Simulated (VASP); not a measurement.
Si2Mo, 3 atoms in the cell. Symmetry: I4/mmm, No. 139, tetragonal system. Conventional cell: a = 3.165 Å, b = 3.165 Å, c = 7.769 Å, α = 90.00°, β = 90.00°, γ = 90.00°. Within 3.4 Å of Mo (site symmetry 4/mmm) lie 10 Si at 2.58 to 2.60 Å and 4 Mo at 3.17 Å. Si (site symmetry 4mm) has 9 Si at 2.58 to 3.17 Å and 5 Mo at 2.58 to 2.60 Å within 3.4 Å. 

```yaml
Program: VASP 6.6.1
Task: single point
Functional: RPBE
Dispersion: D4
Potentials_or_basis: VASP PAW PBE potentials, release 64 (Mo_sv, Si)
Cutoff: 520 eV
k_mesh: 12 × 12 × 12
Occupations: fermi-dirac, width 0.05 eV
Spin: no spin polarisation
Dipole_correction: no
Further_INCAR_settings: ALGO = Normal; EDIFF = 1e-06; NBANDS = 18
```

Potentials or basis: VASP PAW PBE potentials, release 64 (Mo_sv, Si).

Command:

```sh
$ cat potpaw_PBE.64/Mo_sv/POTCAR potpaw_PBE.64/Si/POTCAR > POTCAR
$ mpirun -np 1 vasp_std > vasp.out
```

Hardware: 1 thread of Intel Xeon 8259CL (shared host).

Estimate the wall time of this run.

Wall time 4.4 min on 1 thread of Intel Xeon 8259CL (shared host), peak memory 0.28 GiB. Counts: scf iterations 14, k points 163.
